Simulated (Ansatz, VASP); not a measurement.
## One calculation of SiC, two programs

Contents of INCAR:

```
SYSTEM = SiC
ALGO = Normal ; EDIFF = 1E-6
ENCUT = 520 ; GGA = PE
ISIF = 2 ; ISMEAR = 0
LASPH = .TRUE. ; LCHARG = .TRUE.
LELF = .TRUE. ; LREAL = .FALSE.
LVHAR = .TRUE. ; LWAVE = .FALSE.
NBANDS = 26 ; NELM = 80
PREC = Accurate ; SIGMA = 0.05
```

Contents of KPOINTS:

```
k-points
0
G
  6 6 6
  0 0 0
```

Contents of POSCAR:

```
SiC
1.0
    4.3480000000      0.0000000000      0.0000000000
    0.0000000000     -4.3480000000      0.0000000000
    0.0000000000      0.0000000000     -4.3480000000
Si C
4 4
Direct
    0.0000000000      0.4793008280      0.5000000000
    0.5000000000      0.0000000000      0.5000000000
    0.5000000000      0.5000000000      0.0000000000
    0.0000000000      0.0000000000      0.0000000000
    0.7500000000      0.7500000000      0.7500000000
    0.2500000000      0.2500000000      0.7500000000
    0.2500000000      0.7500000000      0.2500000000
    0.7500000000      0.2500000000      0.2500000000
```

Input for Ansatz:

```yaml
crystal:
  lattice:
    - [4.348, 0.0, 0.0]
    - [0.0, -4.348, 0.0]
    - [0.0, 0.0, -4.348]
  atoms:
    - { symbol: Si, position: [0.0, 0.479300828, 0.5] }
    - { symbol: Si, position: [0.5, 0.0, 0.5] }
    - { symbol: Si, position: [0.5, 0.5, 0.0] }
    - { symbol: Si, position: [0.0, 0.0, 0.0] }
    - { symbol: C, position: [0.75, 0.75, 0.75] }
    - { symbol: C, position: [0.25, 0.25, 0.75] }
    - { symbol: C, position: [0.25, 0.75, 0.25] }
    - { symbol: C, position: [0.75, 0.25, 0.25] }
basis:
  ecutwfc: 420
kpoints:
  mp_grid: { grid: [6, 6, 6] }
hamiltonian:
  xc: pbe
scf:
  occupations: { method: gaussian, width: 0.05 }
output:
  forces: true
  stress: true
  eigenvalues: true
```

Alike in both runs: task single point; functional PBE; k mesh 6 × 6 × 6; occupations gaussian, width 0.05 eV; no spin polarisation.

|  | VASP | Ansatz |
| --- | --- | --- |
| version | VASP 6.6.1 | Ansatz 0.2.0 |
| potentials or method | VASP PAW PBE potentials, release 64 (Si, C), cutoff 520 eV | scalar-relativistic, plane waves, PAW |
| valence electrons in the cell | 32 | 32 |

VASP gave:

| Property | Result |
| --- | --- |
| gap on the k mesh at the Fermi level (eV) | 1.00 |
| least direct gap on the mesh (eV) | 1.00 |
| pressure (GPa) | 5.1 |
| traceless stress, the component that is largest in VASP (GPa) | -1.55 |
| rms of the force components (eV/Å) | 0.552 |

Estimate Ansatz's values.

gap on the k mesh at the Fermi level (eV): 1.00; least direct gap on the mesh (eV): 1.00; pressure (GPa): 5.1; traceless stress, the component that is largest in VASP (GPa): -1.55; rms of the force components (eV/Å): 0.553.

Atom by atom the forces differ by 0.001 eV/Å (rms over components).
